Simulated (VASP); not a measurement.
Input of a VASP 6.6.1 run:

INCAR

```
SYSTEM = ScS4
ALGO = Normal ; EDIFF = 1E-6
ENCUT = 520 ; GGA = PE
ISIF = 2 ; ISMEAR = 0
LASPH = .True. ; LCHARG = .False.
LREAL = .False. ; LWAVE = .False.
NBANDS = 26 ; NELM = 80
PREC = Accurate ; SIGMA = 0.1
```

KPOINTS

```
k-points
0
Gamma
  6 6 2
  0 0 0
```

POSCAR

```
ScS4
1.0
    4.3599747300      0.0000000000      0.0000000000
   -2.1799873600      3.7758488700      0.0000000000
    0.0000000000      0.0000000000      7.9762954300
Sc S
1 4
Direct
    0.0000000000      0.0000000000      0.0000000000
    0.5000000000      0.0000000000      0.0000000000
    0.0000000000      0.5000000000      0.0000000000
    0.5000000000      0.5000000000      0.0000000000
    0.0000000000      0.0000000000      0.5000000000
```

Potentials or basis: VASP PAW PBE potentials, release 64 (Sc_sv, S).

The run is started by

```sh
$ cat potpaw_PBE.64/Sc_sv/POTCAR potpaw_PBE.64/S/POTCAR > POTCAR
$ mpirun -np 1 vasp_std > vasp.out
```

**Question.** Estimate the pressure.

**Answer.** 33.8 GPa.

**Question.** Estimate the band gap on the k mesh.

**Answer.** Zero (an odd number of electrons rules out a gap without spin polarisation).

Stress tensor (GPa, compression positive):
```
53.04  0.00  0.00
 0.00 53.04  0.00
 0.00  0.00 -4.83
```

Caveat: the k points lie up to 0.39 Å⁻¹ apart, too coarse for converged energies and pressures of a metal.
